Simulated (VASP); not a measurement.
Here is a VASP 6.6.1 calculation.

File INCAR:

```
SYSTEM = CaB6
ALGO = Normal ; EDIFF = 1E-6
ENCUT = 520 ; GGA = PE
ISIF = 2 ; ISMEAR = -1
LASPH = .True. ; LCHARG = .False.
LREAL = .False. ; LWAVE = .False.
NBANDS = 23 ; NELM = 100
PREC = Accurate ; SIGMA = 0.02
```

Contents of KPOINTS:

```
k-points
0
Gamma
  6 6 6
  0 0 0
```

POSCAR

```
CaB6
1.0
    4.1360723764      0.0000000000      0.0000000000
    0.0000000000      4.1360723764      0.0000000000
    0.0000000000      0.0000000000      4.1360723764
Ca B
1 6
Direct
    0.5000000000      0.5000000000      0.5000000000
    0.0000000000      0.0000000000      0.2982067326
    0.0000000000      0.0000000000      0.7017932674
    0.2982067326      0.0000000000      0.0000000000
    0.7017932674      0.0000000000      0.0000000000
    0.0000000000      0.2982067326      0.0000000000
    0.0000000000      0.7017932674      0.0000000000
```

Potentials or basis: VASP PAW PBE potentials, release 64 (Ca_sv, B).

The run is started by

```sh
$ cat potpaw_PBE.64/Ca_sv/POTCAR potpaw_PBE.64/B/POTCAR > POTCAR
$ mpirun -np 1 vasp_std > vasp.out
```

(1) Predict the largest force.

(2) Predict the band gap on the k mesh.

Answers

(1) 0.094 eV/Å.

(2) 0.11 eV (least direct gap 0.15 eV).
